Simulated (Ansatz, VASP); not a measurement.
**Two plane-wave programs on AlGaN2**

```
Al Ga N
1.0
     3.21699    0.00000    0.00000
     0.00000    3.21699    0.00000
     0.00000    0.00000    4.31180
Al Ga N
1 1 2
Cartesian
  1.6085 1.6085 2.1559
  0.0000 0.0000 0.0000
  1.6085 0.0000 3.1868
  0.0000 1.6085 1.1250
```

Change from the starting cell: strain +0.025 along x and y, -0.025 along z, atoms carried along.

Alike in both runs: task single point; functional r2SCAN; k mesh 8 × 8 × 6; occupations gaussian, width 0.05 eV; no spin polarisation.

|  | VASP | Ansatz |
| --- | --- | --- |
| version | VASP 6.6.1 | Ansatz 0.2.0 |
| potentials or method | VASP PAW PBE potentials, release 64 (Al, Ga_d, N), cutoff 520 eV | scalar-relativistic, plane waves, PAW |
| valence electrons in the cell | 26 | 26 |

Ansatz gave:

- gap on the k mesh at the Fermi level (eV): 3.23
- least direct gap on the mesh (eV): 3.23
- pressure (GPa): -4.9
- traceless stress, the component that is largest in VASP (GPa): 4.17
- rms of the force components (eV/Å): 0.031

Q: What did VASP give for the same quantities?

A: gap on the k mesh at the Fermi level (eV): 3.24; least direct gap on the mesh (eV): 3.24; pressure (GPa): -4.6; traceless stress, the component that is largest in VASP (GPa): 4.15; rms of the force components (eV/Å): 0.065.

VASP's potentials were made for PBE, not for r2SCAN. Atom by atom the forces differ by 0.034 eV/Å (rms over components). The functional is the same, so the differences come from potentials, cutoffs and numerics.
